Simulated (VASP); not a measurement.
# BiTe (Cm) in VASP: a series of runs, part 2 of 2

VASP 6.6.1. The steps go on from the part before.

## 4. Single point, PBE

Input file INCAR:

```
SYSTEM = BiTe
PREC = Accurate
ENCUT = 520
EDIFF = 1E-6
ISMEAR = 0
SIGMA = 0.15
LREAL = .FALSE.
LASPH = .TRUE.
NELM = 100
ALGO = Normal
ISIF = 2
LWAVE = .FALSE.
LCHARG = .FALSE.
GGA = PE
NBANDS = 18
```

Input file KPOINTS:

```
regular mesh
0
G
  12 12 12
  0 0 0
```

Input file POSCAR:

```
BiTe
1.0
    2.4227077728      1.3987509848      3.3172919545
   -2.4227077728      1.3987509848      3.3172919545
    0.0000000000     -2.7975019696      3.3172919545
Bi Te
1 1
Direct
    0.6152231473      0.5000000000      0.5000000000
    0.0000000000      0.0000000000      0.0000000000
```

Potentials or basis: VASP PAW PBE potentials, release 64 (Bi_d, Te).

Command:

```
cat potpaw_PBE.64/Bi_d/POTCAR potpaw_PBE.64/Te/POTCAR > POTCAR
mpirun -np 1 vasp_std > vasp.out
```

OUTCAR:

```text
SYSTEM = BiTe
   PREC = Accurate
   ENCUT = 520
   EDIFF = 1E-6
   ISMEAR = 0
   LREAL = .FALSE.
   LASPH = .TRUE.
   NELM = 100
   ISIF = 2
   GGA = PE

 ion  position               nearest neighbor table
   1  0.615  0.500  0.500-   2 2.94   2 2.94   2 3.21   2 3.37   2 3.61   2 3.61
   2  0.000  0.000  0.000-   1 2.94   1 2.94   1 3.21   1 3.37   1 3.61   1 3.61

  LATTYP: Found a trigonal (rhomboedric) cell.
 ALAT       =     4.3394058558
 COS(alpha) =     0.3765932224

  Lattice vectors:

 A1 = (   2.4227077728,   1.3987509848,   3.3172919545)
 A2 = (  -2.4227077728,   1.3987509848,   3.3172919545)
 A3 = (   0.0000000000,  -2.7975019696,   3.3172919545)

Analysis of symmetry for initial positions (statically):
=====================================================================
 Subroutine PRICEL returns:
 Original cell was already a primitive cell.

 Routine SETGRP: Setting up the symmetry group for a
 trigonal (rhombohedral) supercell.

 Subroutine GETGRP returns: Found  2 space group operations
 (whereof  2 operations were pure point group operations)
 out of a pool of 12 trial point group operations.

The static configuration has the point symmetry C_1h.

Analysis of symmetry for dynamics (positions and initial velocities):
=====================================================================
 Subroutine PRICEL returns:
 Original cell was already a primitive cell.

 Routine SETGRP: Setting up the symmetry group for a
 trigonal (rhombohedral) supercell.

 Subroutine GETGRP returns: Found  2 space group operations
 (whereof  2 operations were pure point group operations)
 out of a pool of 12 trial point group operations.

The dynamic configuration has the point symmetry C_1h.

 Subroutine INISYM returns: Found  2 space group operations
 (whereof  2 operations are pure point group operations),
 and found     1 'primitive' translations

----------------------------------------------------------------------------------------

[... 105 lines left out ...]
   EMIN   =  10.00;   EMAX   =-10.00  energy-range for DOS
   EFERMI =   0.00;   METHOD = LEGACY
   ISMEAR =     0;   SIGMA  =   0.15  broadening in eV -4-tet -1-fermi 0-gaus
   EFERMI_NEDOS =   21; number of points for ismear=-14 and -15
   IALGO  =     38    algorithm
   IMIX   =      4    mixing-type and parameters
     AMIX     =   0.40;   BMIX     =  1.00
     AMIX_MAG =   1.60;   BMIX_MAG =  1.00
  volume/ion in A,a.u.               =      33.72       227.58
  Fermi-wavevector in a.u.,A,eV,Ry     =   1.109573  2.096789 16.750837  1.231152
  Thomas-Fermi vector in A             =   2.246114
   LORBIT       =      0    0 simple, 1 ext, 2 COOP (PROOUT), +10 PAW based schemes
   GGA     = PE    functional components
   LHFCALC =     F    Hartree Fock is set to
   AEXX    =    0.0000 exact exchange contribution
   IVDW    =     0    specifies the selected vdW correction
   LEPSILON=     F    determine dielectric tensor
   LRPA    =     F    only Hartree local field effects (RPA)
 non-spin polarized calculation
 Gauss-broadening in eV      SIGMA  =   0.15
  energy-cutoff  :      520.00
  volume of cell :       67.45
 maximum number of plane-waves:      1832
   NGX = 17   NGY = 17   NGZ = 17

 number of electron      21.0000002 magnetization

 Free energy of the ion-electron system (eV)
  ---------------------------------------------------
  ext. energy  EPLUGINS =         0.00000000
  ---------------------------------------------------
  free energy    TOTEN  =        -6.96620262 eV

  energy without entropy =       -6.95290087  energy(sigma->0) =       -6.95955175

 E-fermi :   6.8902     XC(G=0):  -9.4404

 val. band max:        6.8794187364   @ k =   0.5000   0.3333   0.3333
 cond. band min:       6.8903025208   @ k =  -0.0833  -0.2500   0.0000
 fundamental gap:      0.0108837843
 Fermi energy:         6.8901608157

 k-point     1 :       0.0000    0.0000    0.0000
  band No.  band energies     occupation
      1     -16.5170      2.00000
      2     -16.5137      2.00000
      3     -16.4985      2.00000
      4     -16.4633      2.00000
      5     -16.4518      2.00000
      6      -7.0125      2.00000
[... 481 lines left out ...]
      5     -16.4505      2.00000
      6      -6.1272      2.00000
[... 10 lines left out ...]
     17      15.0020      0.00000
     18      16.1731      0.00000

 [... further k-points ...]
[... 5 lines left out ...]
  --------------------------------------------------------------------------------------
  -------------------------------------------------------------------------------------
  Total        1.1618721      2.2541319      0.8170849     -0.9459247      0.0603552      0.1045382
  in kB       27.5989480     53.5443341     19.4089198    -22.4693635      1.4336682      2.4831859
  external PRESSURE =      33.5174006 kB  Pullay stress =       0.0000000 kB

 VOLUME and BASIS-vectors are now :
 -----------------------------------------------------------------------------
  energy-cutoff  :      520.00
  volume of cell :       67.45
      direct lattice vectors                 reciprocal lattice vectors
     2.422707773  1.398750985  3.317291954     0.206380648  0.119153923  0.100483568
    -2.422707773  1.398750985  3.317291954    -0.206380648  0.119153923  0.100483568
     0.000000000 -2.797501970  3.317291954     0.000000000 -0.238307845  0.100483568

 POSITION                                       TOTAL-FORCE (eV/Angst)
 -----------------------------------------------------------------------------------
      0.27915      0.16117      5.35817        -0.661514     -0.381925     -0.637038
      0.00000      0.00000      0.00000         0.661514      0.381925      0.637038
 -----------------------------------------------------------------------------------
    total drift:                                0.000335      0.000194     -0.000111

  FREE ENERGIE OF THE ION-ELECTRON SYSTEM (eV)
  ---------------------------------------------------
  free  energy   TOTEN  =        -6.9662026166 eV

  energy  without entropy=       -6.9529008737  energy(sigma->0) =       -6.95955175
```

It took 3.7 min on 1 thread of AMD EPYC 9R45 (Zen 5), shared host; peak memory 0.6 GiB.

What came out:

| Item | Value |
| --- | --- |
| Free energy | -6.9662 eV |
| Pressure | 3.4 GPa |
| Largest force | 0.995 eV/Å |

Forces on the atoms (eV/Å):
```
Bi  -0.662 -0.382 -0.637
Te   0.662  0.382  0.637
```

Levels at points of the mesh, in eV from the Fermi level:
| k point | band 6 | band 7 | band 8 | band 9 | band 10 | band 11 | band 12 | band 13 | band 14 | band 15 |
| --- | --- | --- | --- | --- | --- | --- | --- | --- | --- | --- |
| (0.00, 0.00, 0.00) | -13.90 | -8.32 | -3.59 | -2.81 | -1.74 | 1.09 | 1.43 | 2.62 | 3.84 | 4.93 |
| (0.50, 0.00, 0.00) | -12.75 | -10.53 | -3.12 | -2.46 | -1.72 | -0.56 | 0.20 | 0.32 | 5.75 | 6.57 |
| (0.00, 0.50, 0.00) | -11.96 | -11.64 | -2.68 | -2.34 | -1.59 | -1.04 | 0.23 | 1.00 | 6.14 | 6.25 |
| (0.50, 0.50, 0.00) | -12.01 | -10.53 | -5.49 | -4.56 | -3.53 | 1.24 | 3.11 | 4.12 | 4.44 | 8.01 |
| (0.00, 0.50, 0.50) | -12.26 | -9.97 | -5.81 | -5.02 | -3.05 | 0.65 | 3.75 | 4.11 | 4.71 | 7.91 |
| (0.50, 0.50, 0.50) | -12.21 | -10.41 | -3.66 | -3.27 | -2.54 | -1.44 | -0.82 | -0.36 | 6.94 | 8.75 |

Caveat: the cell differs from its parent crystal (all Bi atoms moved -0.500 Å, as atom 1 towards its neighbour atom 1 (Bi) at 4.339 Å); spin-orbit coupling is left out, which moves the levels of the heavy elements.

## 5. Single point, PBE

Input file INCAR:

```
PREC = Accurate
ENCUT = 520
EDIFF = 1E-7
ISMEAR = 0
SIGMA = 0.15
LREAL = F
LASPH = T
NELM = 80
ALGO = Normal
ISIF = 2
LWAVE = F
LCHARG = F
GGA = PE
NBANDS = 18
```

Input file KPOINTS:

```
Automatic mesh
0
Gamma
  12 12 12
```

Changes to POSCAR since step 4:

```diff
@@ -8,3 +8,3 @@
 Direct
-    0.6152231473      0.5000000000      0.5000000000
+    0.4135826395      0.5000000000      0.5000000000
     0.0000000000      0.0000000000      0.0000000000
```

Command:

```
cat potpaw_PBE.64/Bi_d/POTCAR potpaw_PBE.64/Te/POTCAR > POTCAR
mpirun -np 1 vasp_std > vasp.out
```

It took 4.1 min on 1 thread of AMD EPYC 9R45 (Zen 5), shared host; peak memory 0.6 GiB.

It converged, with:

```
Free energy   : -7.0674 eV
Pressure      : 1.9 GPa
Largest force : 0.685 eV/Å
```

Forces on the atoms (eV/Å):
```
Bi   0.471  0.272  0.416
Te  -0.471 -0.272 -0.416
```

Stress tensor (GPa, compression positive):
```
 1.60 -1.23  0.08
-1.23  3.03  0.05
 0.08  0.05  1.10
```

Levels at points of the mesh, in eV from the Fermi level:
| k point | band 6 | band 7 | band 8 | band 9 | band 10 | band 11 | band 12 | band 13 | band 14 | band 15 |
| --- | --- | --- | --- | --- | --- | --- | --- | --- | --- | --- |
| (0.00, 0.00, 0.00) | -13.75 | -8.33 | -3.33 | -2.88 | -1.72 | 1.44 | 1.72 | 2.54 | 3.91 | 4.63 |
| (0.50, 0.00, 0.00) | -12.43 | -10.76 | -2.70 | -2.21 | -1.58 | -0.63 | -0.08 | 0.29 | 6.02 | 6.68 |
| (0.00, 0.50, 0.00) | -11.83 | -11.54 | -2.44 | -2.15 | -1.46 | -0.99 | -0.09 | 0.74 | 6.38 | 6.49 |
| (0.50, 0.50, 0.00) | -11.90 | -10.32 | -5.56 | -4.55 | -3.46 | 1.61 | 3.14 | 3.92 | 4.48 | 8.06 |
| (0.00, 0.50, 0.50) | -12.05 | -10.00 | -5.74 | -4.82 | -3.19 | 1.15 | 3.65 | 3.98 | 4.50 | 8.01 |
| (0.50, 0.50, 0.50) | -11.92 | -10.57 | -3.24 | -2.95 | -2.48 | -1.42 | -1.04 | -0.66 | 7.25 | 8.84 |

Caveat: the cell differs from its parent crystal (all Bi atoms moved +0.375 Å, as atom 1 towards its neighbour atom 1 (Bi) at 4.339 Å); spin-orbit coupling is left out, which moves the levels of the heavy elements.

## 6. Single point, PBE

Input file INCAR:

```
PREC = Accurate ; ENCUT = 520
EDIFF = 1E-6 ; ISMEAR = 0
SIGMA = 0.15 ; LREAL = False
LASPH = True ; NELM = 60
ALGO = Normal ; ISIF = 2
LWAVE = False ; LCHARG = False
GGA = PE ; NBANDS = 18
```

KPOINTS is that of step 5.

Changes to POSCAR since step 5:

```diff
@@ -8,3 +8,3 @@
 Direct
-    0.4135826395      0.5000000000      0.5000000000
+    0.5576115736      0.5000000000      0.5000000000
     0.0000000000      0.0000000000      0.0000000000
```

Potentials or basis: VASP PAW PBE potentials, release 64 (Bi_d, Te).

Command:

```
cat potpaw_PBE.64/Bi_d/POTCAR potpaw_PBE.64/Te/POTCAR > POTCAR
mpirun -np 1 vasp_std > vasp.out
```

OUTCAR:

```text
PREC = Accurate
   ENCUT = 520
   EDIFF = 1E-6
   ISMEAR = 0
   LREAL = False
   LASPH = True
   NELM = 60
   ISIF = 2
   GGA = PE

 ion  position               nearest neighbor table
   1  0.558  0.500  0.500-   2 3.09   2 3.09   2 3.22   2 3.30   2 3.42   2 3.42
   2  0.000  0.000  0.000-   1 3.09   1 3.09   1 3.22   1 3.30   1 3.42   1 3.42

  LATTYP: Found a trigonal (rhomboedric) cell.
 ALAT       =     4.3394058558
 COS(alpha) =     0.3765932224

  Lattice vectors:

 A1 = (   2.4227077728,   1.3987509848,   3.3172919545)
 A2 = (  -2.4227077728,   1.3987509848,   3.3172919545)
 A3 = (   0.0000000000,  -2.7975019696,   3.3172919545)

Analysis of symmetry for initial positions (statically):
=====================================================================
 Subroutine PRICEL returns:
 Original cell was already a primitive cell.

 Routine SETGRP: Setting up the symmetry group for a
 trigonal (rhombohedral) supercell.

 Subroutine GETGRP returns: Found  2 space group operations
 (whereof  2 operations were pure point group operations)
 out of a pool of 12 trial point group operations.

The static configuration has the point symmetry C_1h.

Analysis of symmetry for dynamics (positions and initial velocities):
=====================================================================
 Subroutine PRICEL returns:
 Original cell was already a primitive cell.

 Routine SETGRP: Setting up the symmetry group for a
 trigonal (rhombohedral) supercell.

 Subroutine GETGRP returns: Found  2 space group operations
 (whereof  2 operations were pure point group operations)
 out of a pool of 12 trial point group operations.

The dynamic configuration has the point symmetry C_1h.

 Subroutine INISYM returns: Found  2 space group operations
 (whereof  2 operations are pure point group operations),
 and found     1 'primitive' translations

[... 105 lines left out ...]
   NELECT =      21.0000    total number of electrons
   NUPDOWN=      -1.0000    fix difference up-down
   EMIN   =  10.00;   EMAX   =-10.00  energy-range for DOS
   EFERMI =   0.00;   METHOD = LEGACY
   ISMEAR =     0;   SIGMA  =   0.15  broadening in eV -4-tet -1-fermi 0-gaus
   EFERMI_NEDOS =   21; number of points for ismear=-14 and -15
   IALGO  =     38    algorithm
   IMIX   =      4    mixing-type and parameters
     AMIX     =   0.40;   BMIX     =  1.00
     AMIX_MAG =   1.60;   BMIX_MAG =  1.00
  volume/ion in A,a.u.               =      33.72       227.58
  Fermi-wavevector in a.u.,A,eV,Ry     =   1.109573  2.096789 16.750837  1.231152
  Thomas-Fermi vector in A             =   2.246114
   LORBIT       =      0    0 simple, 1 ext, 2 COOP (PROOUT), +10 PAW based schemes
   GGA     = PE    functional components
   LHFCALC =     F    Hartree Fock is set to
   AEXX    =    0.0000 exact exchange contribution
   IVDW    =     0    specifies the selected vdW correction
   LEPSILON=     F    determine dielectric tensor
   LRPA    =     F    only Hartree local field effects (RPA)
 non-spin polarized calculation
 Gauss-broadening in eV      SIGMA  =   0.15
  energy-cutoff  :      520.00
  volume of cell :       67.45
 maximum number of plane-waves:      1832
   NGX = 17   NGY = 17   NGZ = 17

 number of electron      21.0000001 magnetization

 Free energy of the ion-electron system (eV)
  ---------------------------------------------------
  ext. energy  EPLUGINS =         0.00000000
  ---------------------------------------------------
  free energy    TOTEN  =        -7.13654113 eV

  energy without entropy =       -7.12193799  energy(sigma->0) =       -7.12923956

 E-fermi :   6.7547     XC(G=0):  -9.4680

 val. band max:        6.7529520797   @ k =   0.5000   0.1667  -0.1667
 cond. band min:       6.7550178352   @ k =   0.1667   0.3333   0.3333
 fundamental gap:      0.0020657555
 Fermi energy:         6.7546956570

 k-point     1 :       0.0000    0.0000    0.0000
  band No.  band energies     occupation
      1     -16.5396      2.00000
      2     -16.5392      2.00000
      3     -16.5294      2.00000
      4     -16.5184      2.00000
      5     -16.5065      2.00000
      6      -6.8636      2.00000
[... 481 lines left out ...]
      5     -16.5043      2.00000
      6      -6.0082      2.00000
[... 10 lines left out ...]
     17      15.1452      0.00000
     18      16.2018      0.00000

 [... further k-points ...]
[... 5 lines left out ...]
  --------------------------------------------------------------------------------------
  -------------------------------------------------------------------------------------
  Total        0.2917309      0.5362676      0.1748737     -0.2117750      0.0161302      0.0279383
  in kB        6.9297356     12.7384262      4.1539251     -5.0304736      0.3831534      0.6636424
  external PRESSURE =       7.9406957 kB  Pullay stress =       0.0000000 kB

 VOLUME and BASIS-vectors are now :
 -----------------------------------------------------------------------------
  energy-cutoff  :      520.00
  volume of cell :       67.45
      direct lattice vectors                 reciprocal lattice vectors
     2.422707773  1.398750985  3.317291954     0.206380648  0.119153923  0.100483568
    -2.422707773  1.398750985  3.317291954    -0.206380648  0.119153923  0.100483568
     0.000000000 -2.797501970  3.317291954     0.000000000 -0.238307845  0.100483568

 POSITION                                       TOTAL-FORCE (eV/Angst)
 -----------------------------------------------------------------------------------
      0.13958      0.08058      5.16705        -0.317781     -0.183471     -0.260144
      0.00000      0.00000      0.00000         0.317781      0.183471      0.260144
 -----------------------------------------------------------------------------------
    total drift:                               -0.000366     -0.000212     -0.000634

  FREE ENERGIE OF THE ION-ELECTRON SYSTEM (eV)
  ---------------------------------------------------
  free  energy   TOTEN  =        -7.1365411299 eV

  energy  without entropy=       -7.1219379884  energy(sigma->0) =       -7.12923956
```

stdout:

```text
POSCAR found type information on POSCAR BiTe
 POSCAR found :  2 types and       2 ions
 scaLAPACK will be used
 LDA part: xc-table for (Slater+PW92), standard interpolation
 POSCAR, INCAR and KPOINTS ok, starting setup
 FFT: planning ... GRIDC
 FFT: planning ... GRID_SOFT
 FFT: planning ... GRID
 WAVECAR not read
 entering main loop
```

Run time: 3.8 min. Hardware: 1 thread of AMD EPYC 9R45 (Zen 5), shared host; peak memory 0.6 GiB.

Results:

```yaml
Free_energy: -7.1365 eV
Pressure: 0.8 GPa
Largest_force: 0.450 eV/Å
```

Forces on the atoms (eV/Å):
```
Bi  -0.318 -0.183 -0.260
Te   0.318  0.183  0.260
```

Levels at points of the mesh, in eV from the Fermi level:
```
           k point  band 7  band 8  band 9  band 10  band 11  band 12  band 13  band 14
(0.00, 0.00, 0.00)   -8.31   -3.12   -2.91    -1.68     1.68     2.07     2.51     3.98
(0.50, 0.00, 0.00)  -10.97   -2.31   -2.01    -1.40    -0.72    -0.33     0.29     6.29
(0.00, 0.50, 0.00)  -11.44   -2.19   -1.99    -1.28    -0.95    -0.35     0.52     6.56
(0.50, 0.50, 0.00)  -10.14   -5.60   -4.53    -3.39     1.97     3.14     3.74     4.52
(0.00, 0.50, 0.50)  -10.00   -5.68   -4.65    -3.26     1.66     3.60     3.66     4.51
(0.50, 0.50, 0.50)  -10.71   -2.84   -2.65    -2.41    -1.41    -1.21    -0.94     7.57
```

Caveat: the cell differs from its parent crystal (all Bi atoms moved -0.250 Å, as atom 1 towards its neighbour atom 1 (Bi) at 4.339 Å); spin-orbit coupling is left out, which moves the levels of the heavy elements.
